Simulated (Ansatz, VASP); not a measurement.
# Ga: VASP beside Ansatz

The input INCAR:

```
SYSTEM = Ga
ALGO = Normal
EDIFF = 1E-6
ENCUT = 520
GGA = PE
ISIF = 2
ISMEAR = -1
LASPH = .True.
LCHARG = .False.
LREAL = .False.
LWAVE = .False.
NBANDS = 12
NELM = 100
PREC = Accurate
SIGMA = 0.05
```

Contents of KPOINTS:

```
k-points
0
Gamma
  17 17 17
  0 0 0
```

File POSCAR:

```
Ga
1.0
    0.0000000000      2.1314389183      2.1314389183
    2.1314389183      0.0000000000      2.1314389183
    2.1314389183      2.1314389183      0.0000000000
Ga
1
Direct
    0.0000000000      0.0000000000      0.0000000000
```

Input for Ansatz:

```yaml
crystal:
  lattice:
    - [0.0, 2.1314389183, 2.1314389183]
    - [2.1314389183, 0.0, 2.1314389183]
    - [2.1314389183, 2.1314389183, 0.0]
  atoms:
    - { symbol: Ga, position: [0.0, 0.0, 0.0] }
kpoints:
  mp_grid: { grid: [17, 17, 17] }
scf:
  occupations: { method: fermi_dirac, width: 0.05 }
hamiltonian:
  xc: pbe
  pseudopotentials: { kind: all_electron, lapw: { basis_error: 0.00025 } }
output:
  forces: true
  stress: true
  eigenvalues: true
```

Change from the starting cell: volume scaled by 1.02.

Alike in both runs: task single point; functional PBE; k mesh 17 × 17 × 17; occupations fermi-dirac, width 0.05 eV; no spin polarisation.

|  | VASP | Ansatz |
| --- | --- | --- |
| version | VASP 6.6.1 | Ansatz 0.2.0 |
| potentials or method | VASP PAW PBE potentials, release 64 (Ga_d), cutoff 520 eV | all-electron LAPW, scalar-relativistic |

```csv
,VASP,Ansatz,Ansatz less VASP
pressure (GPa),-0.9,-0.9,-0.01
```

Ansatz ran all-electron here, and VASP with PAW potentials.
